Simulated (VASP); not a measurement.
# Ni (Fm-3m) in VASP: further runs

The runs below take Ni through single point, with LDA.

Program: VASP 6.6.1. These are calculated values, not measurements. Logs are shortened: lines on timing, memory, paths and dates and some standing lists are left out, and cuts for length are marked.

### 1 The cell of the first run

Symmetry: Fm-3m, No. 225, cubic system. Conventional cell: a = 3.619 Å, b = 3.619 Å, c = 3.619 Å, α = 90.00°, β = 90.00°, γ = 90.00°. Ni (site symmetry m-3m) has 12 Ni at 2.56 Å within 3.4 Å.

### 2 Single point, LDA, collinear spin, ferromagnetic start (11.84 Å³/atom)

File INCAR:

```
SYSTEM = Ni
ALGO = Fast
EDIFF = 1E-6
ENCUT = 520
GGA = CA
ISIF = 2
ISMEAR = 0
ISPIN = 2
LASPH = .TRUE.
LCHARG = .FALSE.
LMAXMIX = 4
LORBIT = 11
LREAL = .FALSE.
LWAVE = .FALSE.
MAGMOM = 0.75
NBANDS = 15
NELM = 150
NUPDOWN = 0.75
PREC = Accurate
SIGMA = 0.15
```

File KPOINTS:

```
k-points
0
G
  24 24 24
  0 0 0
```

File POSCAR:

```
Ni
1.0
    0.0000000000      1.8092629499      1.8092629499
    1.8092629499      0.0000000000      1.8092629499
    1.8092629499      1.8092629499      0.0000000000
Ni
1
Direct
    0.0000000000      0.0000000000      0.0000000000
```

Potentials or basis: VASP PAW LDA potentials, release 64 (Ni).

Command:

```bash
$ cat potpaw_LDA.64/Ni/POTCAR > POTCAR
$ mpirun -np 1 vasp_std > vasp.out
```

OUTCAR:

```text
SYSTEM = Ni
   EDIFF = 1E-6
   ENCUT = 520
   GGA = CA
   ISIF = 2
   ISMEAR = 0
   ISPIN = 2
   LASPH = .TRUE.
   LORBIT = 11
   LREAL = .FALSE.
   NELM = 150
   NUPDOWN = 0.75
   PREC = Accurate

 ion  position               nearest neighbor table
   1  0.000  0.000  0.000-

  LATTYP: Found a face centered cubic cell.
 ALAT       =     3.6185258998

  Lattice vectors:

 A1 = (   0.0000000000,   1.8092629499,   1.8092629499)
 A2 = (   1.8092629499,   0.0000000000,   1.8092629499)
 A3 = (   1.8092629499,   1.8092629499,   0.0000000000)

Analysis of symmetry for initial positions (statically):
=====================================================================
 Subroutine PRICEL returns:
 Original cell was already a primitive cell.

 Routine SETGRP: Setting up the symmetry group for a
 face centered cubic supercell.

 Subroutine GETGRP returns: Found 48 space group operations
 (whereof 48 operations were pure point group operations)
 out of a pool of 48 trial point group operations.

The static configuration has the point symmetry O_h .

Analysis of symmetry for dynamics (positions and initial velocities):
=====================================================================
 Subroutine PRICEL returns:
 Original cell was already a primitive cell.

 Routine SETGRP: Setting up the symmetry group for a
 face centered cubic supercell.

 Subroutine GETGRP returns: Found 48 space group operations
 (whereof 48 operations were pure point group operations)
 out of a pool of 48 trial point group operations.

The dynamic configuration has the point symmetry O_h .

Analysis of structural, dynamic, and magnetic symmetry:
=====================================================================
 Subroutine PRICEL returns:
 Original cell was already a primitive cell.

 Routine SETGRP: Setting up the symmetry group for a
 face centered cubic supercell.

 Subroutine GETGRP returns: Found 48 space group operations
 (whereof 48 operations were pure point group operations)
 out of a pool of 48 trial point group operations.

The overall configuration has the point symmetry O_h .

 Subroutine INISYM returns: Found 48 space group operations
 (whereof 48 operations are pure point group operations),
 and found     1 'primitive' translations

----------------------------------------------------------------------------------------

                                     Primitive cell

  volume of cell :      11.8450

  direct lattice vectors                    reciprocal lattice vectors
     0.000000000  1.809262950  1.809262950    -0.276355629  0.276355629  0.276355629
     1.809262950  0.000000000  1.809262950     0.276355629 -0.276355629  0.276355629
     1.809262950  1.809262950  0.000000000     0.276355629  0.276355629 -0.276355629

  length of vectors
     2.558684202  2.558684202  2.558684202     0.478661990  0.478661990  0.478661990

  position of ions in fractional coordinates (direct lattice)
     0.000000000  0.000000000  0.000000000

  ion indices of the primitive-cell ions
   primitive index   ion index
                 1           1

----------------------------------------------------------------------------------------

 KPOINTS: k-points

Automatic generation of k-mesh.
 Grid dimensions read from file:
 generate k-points for:   24   24   24

 Generating k-lattice:

  Cartesian coordinates                     Fractional coordinates (reciprocal lattice)
    -0.011514818  0.011514818  0.011514818     0.041666667  0.000000000  0.000000000
     0.011514818 -0.011514818  0.011514818     0.000000000  0.041666667  0.000000000
     0.011514818  0.011514818 -0.011514818     0.000000000  0.000000000  0.041666667

  Length of vectors
     0.019944250  0.019944250  0.019944250

  Shift w.r.t. Gamma in fractional coordinates (k-lattice)
     0.000000000  0.000000000  0.000000000

 Subroutine IBZKPT returns following result:
 ===========================================

 Found    413 irreducible k-points:

 Following reciprocal coordinates:
            Coordinates               Weight
  0.000000  0.000000  0.000000      1.000000
  0.041667  0.000000  0.000000      8.000000
  0.083333  0.000000  0.000000      8.000000
  0.125000  0.000000  0.000000      8.000000
  0.166667  0.000000  0.000000      8.000000
  0.208333  0.000000  0.000000      8.000000
[... 16 lines left out ...]
  0.416667  0.041667  0.000000     24.000000
  0.458333  0.041667  0.000000     24.000000
 [... further k-points ...]
   k-points           NKPTS =    413   k-points in BZ     NKDIM =    413   number of bands    NBANDS=     15
   number of dos      NEDOS =    301   number of ions     NIONS =      1
   total plane-waves  NPLWV =   8000
   dimension x,y,z NGX =    20 NGY =   20 NGZ =   20
   dimension x,y,z NGXF=    40 NGYF=   40 NGZF=   40
   ions per type =               1
   NGX,Y,Z   is equivalent  to a cutoff of  12.99, 12.99, 12.99 a.u.
   NGXF,Y,Z  is equivalent  to a cutoff of  25.99, 25.99, 25.99 a.u.
 SYSTEM =  Ni
   PREC   = accura    normal or accurate (medium, high low for compatibility)
   ISTART =      0    job   : 0-new  1-cont  2-samecut
   ICHARG =      2    charge: 1-file 2-atom 10-const
   ISPIN  =      2    spin polarized calculation?
   LNONCOLLINEAR =      F non collinear calculations
   LSORBIT =      F    spin-orbit coupling
   LASPH  =      T    aspherical Exc in radial PAW
   ENCUT  =  520.0 eV  38.22 Ry    6.18 a.u.   4.76  4.76  4.76*2*pi/ulx,y,z
   NELM   =    150;   NELMIN=  2; NELMDL= -5     # of ELM steps
   EDIFF  = 0.1E-05   stopping-criterion for ELM
   LREAL  =      F    real-space projection
   EDIFFG = 0.1E-04   stopping-criterion for IOM
   NSW    =      0    number of steps for IOM
   IBRION =     -1    ionic relax: 0-MD 1-quasi-New 2-CG
   NFREE  =      0    steps in history (QN), initial steepest desc. (CG)
   ISIF   =      2    stress and relaxation
   ISYM   =      2    0-nonsym 1-usesym 2-fastsym
   POTIM  = 0.5000    time-step for ionic-motion
   TEBEG  =    0.0;   TEEND  =   0.0 temperature during run
   PSTRESS=    0.0 pullay stress
   NELECT =      10.0000    total number of electrons
   NUPDOWN=       0.7500    fix difference up-down
   EMIN   =  10.00;   EMAX   =-10.00  energy-range for DOS
   EFERMI =   0.00;   METHOD = LEGACY
   ISMEAR =     0;   SIGMA  =   0.15  broadening in eV -4-tet -1-fermi 0-gaus
   EFERMI_NEDOS =   21; number of points for ismear=-14 and -15
   IALGO  =     68    algorithm
   IMIX   =      4    mixing-type and parameters
     AMIX     =   0.40;   BMIX     =  1.00
     AMIX_MAG =   1.60;   BMIX_MAG =  1.00
  volume/ion in A,a.u.               =      11.84        79.93
  Fermi-wavevector in a.u.,A,eV,Ry     =   1.547259  2.923896 32.572508  2.394012
  Thomas-Fermi vector in A             =   2.652378
   LORBIT       =     11    0 simple, 1 ext, 2 COOP (PROOUT), +10 PAW based schemes
   GGA     = CA    functional components
   LHFCALC =     F    Hartree Fock is set to
   AEXX    =    0.0000 exact exchange contribution
   IVDW    =     0    specifies the selected vdW correction
   LEPSILON=     F    determine dielectric tensor
   LRPA    =     F    only Hartree local field effects (RPA)
 spin polarized calculation
 RMM-DIIS sequential band-by-band and
 Gauss-broadening in eV      SIGMA  =   0.15
  energy-cutoff  :      520.00
  volume of cell :       11.84
 maximum number of plane-waves:       332
   NGX =  9   NGY =  9   NGZ =  9

 number of electron      10.0000000 magnetization       0.7500000

 number of electron       9.9999989 magnetization       0.7499999

 Free energy of the ion-electron system (eV)
  ---------------------------------------------------
  ext. energy  EPLUGINS =         0.00000000
  ---------------------------------------------------
  free energy    TOTEN  =        -6.39231138 eV

  energy without entropy =       -6.37032015  energy(sigma->0) =       -6.38131576

 E-fermi :   7.8487     XC(G=0): -13.1195

 val. band max:        8.1564302255   @ k =  -0.2083   0.2500   0.0833
 cond. band min:       7.8490378038   @ k =   0.4167   0.1667   0.0417
 fundamental gap:     -0.3073924217
 Fermi energy:         8.1654744465

 spin component 1

 k-point     1 :       0.0000    0.0000    0.0000
  band No.  band energies     occupation
      1      -0.5565      1.00000
      2       5.6277      1.00000
      3       5.6277      1.00000
      4       5.6277      1.00000
      5       6.6403      1.00000
      6       6.6403      1.00000
      7      30.9285      0.00000
      8      33.9980      0.00000
      9      33.9980      0.00000
     10      33.9980      0.00000
     11      36.7320      0.00000
     12      36.7320      0.00000
     13      36.7320      0.00000
     14      40.1045      0.00000
     15      45.1803      0.00000

 k-point     2 :       0.0417    0.0000    0.0000
  band No.  band energies     occupation
      1      -0.4926      1.00000
      2       5.6124      1.00000
      3       5.6414      1.00000
      4       5.6414      1.00000
      5       6.6346      1.00000
      6       6.6346      1.00000
      7      30.6952      0.00000
      8      33.0072      0.00000
      9      33.8101      0.00000
     10      33.8101      0.00000
     11      37.0035      0.00000
     12      37.0035      0.00000
     13      37.5740      0.00000
     14      40.4773      0.00000
     15      44.4373      0.00000
[... 365 lines left out ...]
      3       5.7082      1.00000
      4       6.3551      1.00000
      5       7.1686      1.00000
      6       7.3215      1.00000
      7      14.9942      0.00000
      8      29.4297      0.00000
      9      30.0224      0.00000
     10      31.2286      0.00000
     11      34.6602      0.00000
     12      35.5720      0.00000
     13      39.6857      0.00000
     14      47.4646      0.00000
     15      50.0239      0.00000

 k-point    24 :       0.4583    0.0417    0.0000
  band No.  band energies     occupation
      1       3.4440      1.00000
      2       5.6259      1.00000
      3       5.6763      1.00000
      4       6.7508      1.00000
      5       7.2235      1.00000
      6       7.7225      0.99999
      7      13.7258      0.00000
      8      29.2443      0.00000
      9      30.1570      0.00000
     10      30.7748      0.00000
     11      34.6509      0.00000
     12      35.0408      0.00000
     13      39.8550      0.00000
     14      49.1850      0.00000
     15      51.4399      0.00000

 [... further k-points ...]

 spin component 2

 k-point     1 :       0.0000    0.0000    0.0000
  band No.  band energies     occupation
      1      -0.4888      1.00000
      2       6.3703      1.00000
      3       6.3703      1.00000
      4       6.3703      1.00000
      5       7.3401      1.00000
      6       7.3401      1.00000
      7      30.9223      0.00000
      8      34.0889      0.00000
      9      34.0889      0.00000
     10      34.0889      0.00000
     11      36.9346      0.00000
     12      36.9346      0.00000
     13      36.9346      0.00000
     14      40.0961      0.00000
     15      45.3742      0.00000

 k-point     2 :       0.0417    0.0000    0.0000
  band No.  band energies     occupation
      1      -0.4248      1.00000
      2       6.3531      1.00000
      3       6.3846      1.00000
      4       6.3846      1.00000
      5       7.3338      1.00000
      6       7.3338      1.00000
      7      30.7108      0.00000
      8      33.1084      0.00000
      9      33.9145      0.00000
     10      33.9145      0.00000
     11      37.1909      0.00000
     12      37.1909      0.00000
     13      37.7262      0.00000
     14      40.4929      0.00000
     15      44.6300      0.00000
[... 365 lines left out ...]
      3       6.3973      1.00000
      4       6.7213      1.00000
      5       7.9474      0.17622
      6       8.0052      0.07005
      7      15.3323      0.00000
      8      29.4434      0.00000
      9      30.1862      0.00000
     10      31.3928      0.00000
     11      34.8011      0.00000
     12      35.7218      0.00000
     13      39.8718      0.00000
     14      47.6232      0.00000
     15      50.1682      0.00000

 k-point    24 :       0.4583    0.0417    0.0000
  band No.  band energies     occupation
      1       3.8833      1.00000
      2       6.3018      1.00000
      3       6.3611      1.00000
      4       7.1576      1.00000
      5       8.0082      0.06631
      6       8.2425      0.00010
      7      14.1217      0.00000
      8      29.2564      0.00000
      9      30.3163      0.00000
     10      30.9320      0.00000
     11      34.7961      0.00000
     12      35.1969      0.00000
     13      40.0598      0.00000
     14      49.3402      0.00000
     15      51.5816      0.00000

 [... further k-points ...]

------------------------ aborting loop because EDIFF is reached ----------------------------------------

  FORCE on cell =-STRESS in cart. coord.  units (eV):
  Direction    XX          YY          ZZ          XY          YZ          ZX
  --------------------------------------------------------------------------------------
  -------------------------------------------------------------------------------------
  Total       -2.0195696     -2.0195696     -2.0195696     -0.0000000     -0.0000000     -0.0000000
  in kB     -273.1708454   -273.1708454   -273.1708454     -0.0000000     -0.0000000     -0.0000000
  external PRESSURE =    -273.1708454 kB  Pullay stress =       0.0000000 kB

 VOLUME and BASIS-vectors are now :
 -----------------------------------------------------------------------------
  energy-cutoff  :      520.00
  volume of cell :       11.84
      direct lattice vectors                 reciprocal lattice vectors
     0.000000000  1.809262950  1.809262950    -0.276355629  0.276355629  0.276355629
     1.809262950  0.000000000  1.809262950     0.276355629 -0.276355629  0.276355629
     1.809262950  1.809262950  0.000000000     0.276355629  0.276355629 -0.276355629

 POSITION                                       TOTAL-FORCE (eV/Angst)
 -----------------------------------------------------------------------------------
      0.00000      0.00000      0.00000        -0.000000      0.000000     -0.000000
 -----------------------------------------------------------------------------------
    total drift:                                0.000000      0.000000      0.000000

  FREE ENERGIE OF THE ION-ELECTRON SYSTEM (eV)
  ---------------------------------------------------
  free  energy   TOTEN  =        -6.3923113776 eV

  energy  without entropy=       -6.3703201512  energy(sigma->0) =       -6.38131576

 total charge

# of ion       s       p       d       tot
------------------------------------------
    1        0.469   0.431   8.280   9.180

 magnetization (x)

# of ion       s       p       d       tot
------------------------------------------
    1       -0.001  -0.012   0.768   0.756
```

Wall time 64 s (1 thread of Intel Xeon 6975P-C (Granite Rapids), shared host); peak memory 0.21 GiB.

Results:

* Free energy: -6.3923 eV
* Pressure: -27.3 GPa
* Net moment: 0.75 μB per cell
* Site moments: Ni +0.76 μB
* Valence electrons inside the program's atomic spheres: Ni 9.18

Caveat: the cell stands under tension; the total moment is fixed, so each spin has its own Fermi level and the state may be an excited one.

(Part 1 of 2 ends here.)
